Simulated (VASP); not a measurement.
## CdSe: single point with r2SCAN

The system is CdSe.

```
CELL_PARAMETERS angstrom
4.40596 0.00000 0.00000
-2.20298 3.81568 0.00000
0.00000 0.00000 7.19058
ATOMIC_POSITIONS crystal
Cd 0.66667 0.33333 0.00000
Cd 0.33333 0.66667 0.50000
Se 0.66667 0.33333 0.37500
Se 0.33333 0.66667 0.87500
```

This cell differs from its parent crystal: strain +0.025 along x and y, +0.025 along z.

```
Program                : VASP 6.6.1
Task                   : single point
Functional             : r2SCAN
Potentials or basis    : VASP PAW PBE potentials, release 64 (Cd, Se)
Cutoff                 : 520 eV
k mesh                 : 6 × 6 × 4
Occupations            : gaussian, width 0.05 eV
Spin                   : no spin polarisation
Dipole correction      : no
Further INCAR settings : ALGO = Normal; EDIFF = 1e-06; NBANDS = 26
```

```yaml
Pressure: -1.9 GPa
Largest_force: 0.023 eV/Å
Band_gap_on_the_k_mesh: 0.98 eV, direct
```

Forces in eV/Å, atoms in the order of the input:
```
Cd   0.000  0.000 -0.023
Cd   0.000  0.000 -0.023
Se   0.000  0.000  0.023
Se   0.000  0.000  0.023
```

Levels at points of the mesh, in eV from the valence-band top:
```csv
k point,band 15,band 16,band 17,band 18,band 19,band 20,band 21,band 22
"(0.00, 0.00, 0.00)",-0.68,-0.05,0.00,0.00,0.98,2.59,6.37,6.37
"(0.50, 0.00, 0.00)",-2.40,-1.65,-1.18,-0.66,3.51,3.70,5.09,6.36
"(0.00, 0.00, 0.50)",-0.35,-0.35,-0.35,-0.35,2.68,2.68,6.18,6.18
"(0.50, 0.00, 0.50)",-1.22,-1.22,-1.19,-1.19,3.28,3.28,5.25,5.25
```

It took 5.2 min on 1 thread of Intel(R) Xeon(R) Platinum 8259CL CPU @ 2.50GHz (Skylake/Cascade Lake), on a shared host, peak memory 0.3 GiB.

Caveat: the cell differs from its parent crystal (strain +0.025 along x and y, +0.025 along z); the PAW data sets were made with another functional, which shifts forces and pressure a little.
